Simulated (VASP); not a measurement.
# ZnS (P6_3mc) in VASP: single point with LDA

Aim: the single point of ZnS with LDA.

Program: VASP 6.6.1. These are calculated values, not measurements. Logs are shortened: lines on timing, memory, paths and dates and some standing lists are left out, and cuts for length are marked.

### 1 The cell of the first run

Symmetry: P6_3mc, No. 186, hexagonal system. Conventional cell: a = 3.811 Å, b = 3.811 Å, c = 6.234 Å, α = 90.00°, β = 90.00°, γ = 120.00°. Within 3.1 Å of Zn (site symmetry 3m) lie 4 S at 2.31 to 2.40 Å. S (site symmetry 3m) has 4 Zn at 2.31 to 2.40 Å within 3.1 Å.

### 2 Single point, LDA

The input, INCAR:

```
PREC = Accurate
ENCUT = 520
EDIFF = 1E-7
ISMEAR = 0
SIGMA = 0.1
LREAL = False
LASPH = True
NELM = 100
ALGO = Normal
ISIF = 2
LWAVE = False
LCHARG = False
GGA = CA
NBANDS = 26
```

The input, KPOINTS:

```
regular mesh
0
Gamma
  6 6 4
```

The input, POSCAR:

```
ZnS
1.0
    3.8109987816      0.0000000000      0.0000000000
   -1.9054993908      3.3004217586      0.0000000000
    0.0000000000      0.0000000000      6.2340000000
Zn S
2 2
Direct
    0.3333333333      0.6666666667      0.0000000000
    0.6666666667      0.3333333333      0.5000000000
    0.3333333333      0.6666666667      0.3850000000
    0.6666666667      0.3333333333      0.8850000000
```

Potentials or basis: VASP PAW LDA potentials, release 64 (Zn, S).

The run is started by

```sh
$ cat potpaw_LDA.64/Zn/POTCAR potpaw_LDA.64/S/POTCAR > POTCAR
$ mpirun -np 1 vasp_std > vasp.out
```

OUTCAR:

```text
PREC = Accurate
   ENCUT = 520
   EDIFF = 1E-7
   ISMEAR = 0
   LREAL = False
   LASPH = True
   NELM = 100
   ISIF = 2
   GGA = CA

 ion  position               nearest neighbor table
   1  0.333  0.667  0.000-   4 2.31   4 2.31   4 2.31   3 2.40
   2  0.667  0.333  0.500-   3 2.31   3 2.31   3 2.31   4 2.40
   3  0.333  0.667  0.385-   2 2.31   2 2.31   2 2.31   1 2.40
   4  0.667  0.333  0.885-   1 2.31   1 2.31   1 2.31   2 2.40

  LATTYP: Found a hexagonal cell.
 ALAT       =     3.8109987816
 C/A-ratio  =     1.6357916539

  Lattice vectors:

 A1 = (   3.8109987816,   0.0000000000,   0.0000000000)
 A2 = (  -1.9054993908,   3.3004217586,   0.0000000000)
 A3 = (   0.0000000000,   0.0000000000,   6.2340000000)

Analysis of symmetry for initial positions (statically):
=====================================================================
 Subroutine PRICEL returns:
 Original cell was already a primitive cell.

 Routine SETGRP: Setting up the symmetry group for a
 hexagonal supercell.

 Subroutine GETGRP returns: Found 12 space group operations
 (whereof  6 operations were pure point group operations)
 out of a pool of 24 trial point group operations.

The static configuration has the point symmetry C_3v.
 The point group associated with its full space group is C_6v.

Analysis of symmetry for dynamics (positions and initial velocities):
=====================================================================
 Subroutine PRICEL returns:
 Original cell was already a primitive cell.

 Routine SETGRP: Setting up the symmetry group for a
 hexagonal supercell.

 Subroutine GETGRP returns: Found 12 space group operations
 (whereof  6 operations were pure point group operations)
 out of a pool of 24 trial point group operations.

The dynamic configuration has the point symmetry C_3v.
 The point group associated with its full space group is C_6v.

 Subroutine INISYM returns: Found 12 space group operations
 (whereof  6 operations are pure point group operations),
 and found     1 'primitive' translations

----------------------------------------------------------------------------------------

                                     Primitive cell

  volume of cell :      78.4106

  direct lattice vectors                    reciprocal lattice vectors
     3.810998782  0.000000000  0.000000000     0.262398405  0.151495789  0.000000000
    -1.905499391  3.300421759  0.000000000     0.000000000  0.302991579  0.000000000
     0.000000000  0.000000000  6.234000000     0.000000000  0.000000000  0.160410651

  length of vectors
     3.810998782  3.810998782  6.234000000     0.302991579  0.302991579  0.160410651

  position of ions in fractional coordinates (direct lattice)
     0.333333333  0.666666667  0.000000000
     0.666666667  0.333333333  0.500000000
     0.333333333  0.666666667  0.385000000
     0.666666667  0.333333333  0.885000000

  ion indices of the primitive-cell ions
   primitive index   ion index
                 1           1
                 2           2
                 3           3
                 4           4

----------------------------------------------------------------------------------------

 KPOINTS: regular mesh

Automatic generation of k-mesh.
 Grid dimensions read from file:
 generate k-points for:    6    6    4

 Generating k-lattice:

  Cartesian coordinates                     Fractional coordinates (reciprocal lattice)
     0.043733067  0.025249298  0.000000000     0.166666667  0.000000000  0.000000000
     0.000000000  0.050498596  0.000000000     0.000000000  0.166666667  0.000000000
     0.000000000  0.000000000  0.040102663     0.000000000  0.000000000  0.250000000

  Length of vectors
     0.050498596  0.050498596  0.040102663

  Shift w.r.t. Gamma in fractional coordinates (k-lattice)
     0.000000000  0.000000000  0.000000000

 Subroutine IBZKPT returns following result:
 ===========================================

 Found     21 irreducible k-points:

 Following reciprocal coordinates:
            Coordinates               Weight
  0.000000  0.000000  0.000000      1.000000
  0.166667  0.000000  0.000000      6.000000
  0.333333  0.000000  0.000000      6.000000
  0.500000  0.000000  0.000000      3.000000
  0.166667  0.166667  0.000000      6.000000
  0.333333  0.166667  0.000000     12.000000
[... 13 lines left out ...]
  0.333333  0.166667  0.500000     12.000000
  0.333333  0.333333  0.500000      2.000000
   k-points           NKPTS =     21   k-points in BZ     NKDIM =     21   number of bands    NBANDS=     26
   number of dos      NEDOS =    301   number of ions     NIONS =      4
   total plane-waves  NPLWV =  37632
   dimension x,y,z NGX =    28 NGY =   28 NGZ =   48
   dimension x,y,z NGXF=    56 NGYF=   56 NGZF=   96
   ions per type =               2   2
   NGX,Y,Z   is equivalent  to a cutoff of  12.21, 12.21, 12.80 a.u.
   NGXF,Y,Z  is equivalent  to a cutoff of  24.43, 24.43, 25.60 a.u.
 SYSTEM =  unknown system
   PREC   = accura    normal or accurate (medium, high low for compatibility)
   ISTART =      0    job   : 0-new  1-cont  2-samecut
   ICHARG =      2    charge: 1-file 2-atom 10-const
   ISPIN  =      1    spin polarized calculation?
   LNONCOLLINEAR =      F non collinear calculations
   LSORBIT =      F    spin-orbit coupling
   LASPH  =      T    aspherical Exc in radial PAW
   ENCUT  =  520.0 eV  38.22 Ry    6.18 a.u.   7.09  7.09 11.59*2*pi/ulx,y,z
   NELM   =    100;   NELMIN=  2; NELMDL= -5     # of ELM steps
   EDIFF  = 0.1E-06   stopping-criterion for ELM
   LREAL  =      F    real-space projection
   EDIFFG = 0.1E-05   stopping-criterion for IOM
   NSW    =      0    number of steps for IOM
   IBRION =     -1    ionic relax: 0-MD 1-quasi-New 2-CG
   NFREE  =      0    steps in history (QN), initial steepest desc. (CG)
   ISIF   =      2    stress and relaxation
   ISYM   =      2    0-nonsym 1-usesym 2-fastsym
   POTIM  = 0.5000    time-step for ionic-motion
   TEBEG  =    0.0;   TEEND  =   0.0 temperature during run
   PSTRESS=    0.0 pullay stress
   NELECT =      36.0000    total number of electrons
   NUPDOWN=      -1.0000    fix difference up-down
   EMIN   =  10.00;   EMAX   =-10.00  energy-range for DOS
   EFERMI =   0.00;   METHOD = LEGACY
   ISMEAR =     0;   SIGMA  =   0.10  broadening in eV -4-tet -1-fermi 0-gaus
   EFERMI_NEDOS =   21; number of points for ismear=-14 and -15
   IALGO  =     38    algorithm
   IMIX   =      4    mixing-type and parameters
     AMIX     =   0.40;   BMIX     =  1.00
     AMIX_MAG =   1.60;   BMIX_MAG =  1.00
  volume/ion in A,a.u.               =      19.60       132.29
  Fermi-wavevector in a.u.,A,eV,Ry     =   1.262944  2.386617 21.701656  1.595027
  Thomas-Fermi vector in A             =   2.396326
   LORBIT       =      0    0 simple, 1 ext, 2 COOP (PROOUT), +10 PAW based schemes
   GGA     = CA    functional components
   LHFCALC =     F    Hartree Fock is set to
   AEXX    =    0.0000 exact exchange contribution
   IVDW    =     0    specifies the selected vdW correction
   LEPSILON=     F    determine dielectric tensor
   LRPA    =     F    only Hartree local field effects (RPA)
 non-spin polarized calculation
 Gauss-broadening in eV      SIGMA  =   0.10
  energy-cutoff  :      520.00
  volume of cell :       78.41
 maximum number of plane-waves:      2133
   NGX = 15   NGY = 15   NGZ = 23

 number of electron      35.9999977 magnetization

 Free energy of the ion-electron system (eV)
  ---------------------------------------------------
  ext. energy  EPLUGINS =         0.00000000
  ---------------------------------------------------
  free energy    TOTEN  =       -16.33163487 eV

  energy without entropy =      -16.33163487  energy(sigma->0) =      -16.33163487

 E-fermi :   2.4735     XC(G=0): -10.0601

 val. band max:        1.9870814046   @ k =   0.0000   0.0000   0.0000
 cond. band min:       4.0062588408   @ k =   0.0000   0.0000   0.0000
 fundamental gap:      2.0191774362
 Fermi energy:         2.4735183648

 k-point     1 :       0.0000    0.0000    0.0000
  band No.  band energies     occupation
      1     -11.1788      2.00000
      2     -10.2317      2.00000
      3      -4.5459      2.00000
      4      -4.5459      2.00000
      5      -4.4837      2.00000
      6      -4.4837      2.00000
[... 18 lines left out ...]
     25       9.4868      0.00000
     26      11.0355      0.00000

 k-point     2 :       0.1667    0.0000    0.0000
  band No.  band energies     occupation
      1     -10.9893      2.00000
      2     -10.1253      2.00000
      3      -4.5570      2.00000
      4      -4.5042      2.00000
      5      -4.4703      2.00000
      6      -4.4288      2.00000
[... 18 lines left out ...]
     25      10.0643      0.00000
     26      10.3201      0.00000

 k-point     3 :       0.3333    0.0000    0.0000
  band No.  band energies     occupation
      1     -10.5336      2.00000
      2      -9.9322      2.00000
      3      -4.5332      2.00000
      4      -4.4343      2.00000
      5      -4.4166      2.00000
      6      -4.3116      2.00000
[... 18 lines left out ...]
     25      10.5157      0.00000
     26      11.4746      0.00000

 k-point     4 :       0.5000    0.0000    0.0000
  band No.  band energies     occupation
      1     -10.2179      2.00000
      2      -9.8883      2.00000
      3      -4.5061      2.00000
      4      -4.4097      2.00000
      5      -4.2941      2.00000
      6      -4.2513      2.00000
[... 18 lines left out ...]
     25      10.8630      0.00000
     26      13.0967      0.00000
[... 409 lines left out ...]
      1     -10.3324      2.00000
      2     -10.3324      2.00000
      3      -4.5053      2.00000
      4      -4.5053      2.00000
      5      -4.4153      2.00000
      6      -4.4153      2.00000
[... 18 lines left out ...]
     25      10.3226      0.00000
     26      10.3226      0.00000

 k-point    20 :       0.3333    0.1667    0.5000
  band No.  band energies     occupation
      1     -10.0478      2.00000
      2     -10.0478      2.00000
      3      -4.4482      2.00000
      4      -4.4482      2.00000
      5      -4.3342      2.00000
      6      -4.3342      2.00000
[... 18 lines left out ...]
     25      10.9339      0.00000
     26      10.9339      0.00000

 k-point    21 :       0.3333    0.3333    0.5000
  band No.  band energies     occupation
      1      -9.9502      2.00000
      2      -9.9502      2.00000
      3      -4.3603      2.00000
      4      -4.3603      2.00000
      5      -4.3531      2.00000
      6      -4.3531      2.00000
[... 18 lines left out ...]
     25      11.6006      0.00000
     26      11.6006      0.00000

------------------------ aborting loop because EDIFF is reached ----------------------------------------

  FORCE on cell =-STRESS in cart. coord.  units (eV):
  Direction    XX          YY          ZZ          XY          YZ          ZX
  --------------------------------------------------------------------------------------
  -------------------------------------------------------------------------------------
  Total       -1.5409715     -1.5409715     -2.3178509      0.0000000      0.0000000      0.0000000
  in kB      -31.4869172    -31.4869172    -47.3610182      0.0000000      0.0000000      0.0000000
  external PRESSURE =     -36.7782842 kB  Pullay stress =       0.0000000 kB

 VOLUME and BASIS-vectors are now :
 -----------------------------------------------------------------------------
  energy-cutoff  :      520.00
  volume of cell :       78.41
      direct lattice vectors                 reciprocal lattice vectors
     3.810998782  0.000000000  0.000000000     0.262398405  0.151495789  0.000000000
    -1.905499391  3.300421759  0.000000000     0.000000000  0.302991579  0.000000000
     0.000000000  0.000000000  6.234000000     0.000000000  0.000000000  0.160410651

 POSITION                                       TOTAL-FORCE (eV/Angst)
 -----------------------------------------------------------------------------------
     -0.00000      2.20028      0.00000         0.000000     -0.000000      0.299293
      1.90550      1.10014      3.11700        -0.000000      0.000000      0.299293
     -0.00000      2.20028      2.40009        -0.000000     -0.000000     -0.299293
      1.90550      1.10014      5.51709         0.000000      0.000000     -0.299293
 -----------------------------------------------------------------------------------
    total drift:                               -0.000000     -0.000000     -0.000119

  FREE ENERGIE OF THE ION-ELECTRON SYSTEM (eV)
  ---------------------------------------------------
  free  energy   TOTEN  =       -16.3316348724 eV

  energy  without entropy=      -16.3316348724  energy(sigma->0) =      -16.33163487
```

Run time: 34 s. Hardware: 1 thread of Intel Xeon 6975P-C, shared host; peak memory 0.17 GiB.

Results:

```yaml
Free_energy: -16.3316 eV
Pressure: -3.7 GPa
Largest_force: 0.299 eV/Å
Band_gap_on_the_k_mesh: 2.02 eV, direct
```

Forces in eV/Å, atoms in the order of the input:
```
Zn   0.000  0.000  0.299
Zn   0.000  0.000  0.299
S    0.000  0.000 -0.299
S    0.000  0.000 -0.299
```

Stress tensor (GPa, compression positive):
```
-3.15  0.00  0.00
 0.00 -3.15  0.00
 0.00  0.00 -4.74
```

LDA gaps usually lie below the measured ones, often by a third to a half.
